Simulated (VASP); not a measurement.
Runs of VASP 6.6.1 on CaS. The structure is that of space group Fm-3m (No. 225), or close to it. The cells are those of the table. 

```csv
task,cell,k mesh,smearing,gap on the mesh (eV),pressure (GPa)
relaxation of cell and atoms,"relaxed to 10 GPa from a = 3.984 Å, angles 60.0, 60.0, 90.0°, 2 atoms",8 × 8 × 8,gaussian 0.01 eV,1.78,10.0
relaxation of cell and atoms,"relaxed from a = 4.021 Å, angles 60.0, 60.0, 90.0°, 2 atoms",12 × 12 × 12,fermi-dirac 0.08 eV,2.16,0.0
single point,"a = 3.984 Å, angles 60.0, 60.0, 90.0°, 2 atoms",12 × 12 × 12,fermi-dirac 0.08 eV,(b),(a)
relaxation of cell and atoms,"relaxed to 15 GPa from a = 3.984 Å, angles 60.0, 60.0, 90.0°, 2 atoms",8 × 8 × 8,gaussian 0.01 eV,1.61,15.0
```

Alike in all rows: level PBEsol; potentials or basis VASP PAW PBE potentials, release 64 (Ca_sv, S); no spin polarisation; cutoff (eV) 500.

Estimate the missing entries.

(a) 0.2; (b) 2.15.

Caveats: the PAW data sets were made with another functional, which shifts forces and pressure a little; the cell is relaxed towards a set pressure, so the run minimises the enthalpy, not the energy (at least some runs).

A k mesh can miss the band edges.
